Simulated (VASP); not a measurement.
Here is a VASP 6.6.1 calculation.

Contents of INCAR:

```
PREC     = Accurate       # precision mode
ENCUT    = 600            # plane-wave cutoff, eV
EDIFF    = 1E-6           # SCF threshold, eV
ISMEAR   = 0              # smearing method
SIGMA    = 0.01           # smearing width, eV
LREAL    = False          # projectors in reciprocal space
LASPH    = True           # aspherical terms in the spheres
NELM     = 120            # most SCF steps
ALGO     = Normal         # electronic algorithm
ISIF     = 2              # what is computed and relaxed
LWAVE    = False          # write WAVECAR
LCHARG   = False          # write CHGCAR
GGA      = PS             # functional
NBANDS   = 11             # bands
GGA_COMPAT= False
```

File KPOINTS:

```
Automatic mesh
0
Gamma
  9 9 9
```

POSCAR

```
C
1.0
    0.0000000000      1.7531375494      1.7531375494
    1.7531375494      0.0000000000      1.7531375494
    1.7531375494      1.7531375494      0.0000000000
C
2
Direct
    0.0000000000      0.0000000000      0.0000000000
    0.2500000000      0.2500000000      0.2500000000
```

Potentials or basis: VASP PAW PBE potentials, release 64 (C).

Run with:

```sh
$ cat potpaw_PBE.64/C/POTCAR > POTCAR
$ mpirun -np 1 vasp_std > vasp.out
```

Task: Estimate the pressure.

Result: 20.2 GPa.

Task: What does it give for the band gap on the k mesh?

Result: 4.16 eV, indirect (least direct gap 5.68 eV).

Caveat: the PAW data sets were made with another functional, which shifts forces and pressure a little. A k mesh can miss the band edges.
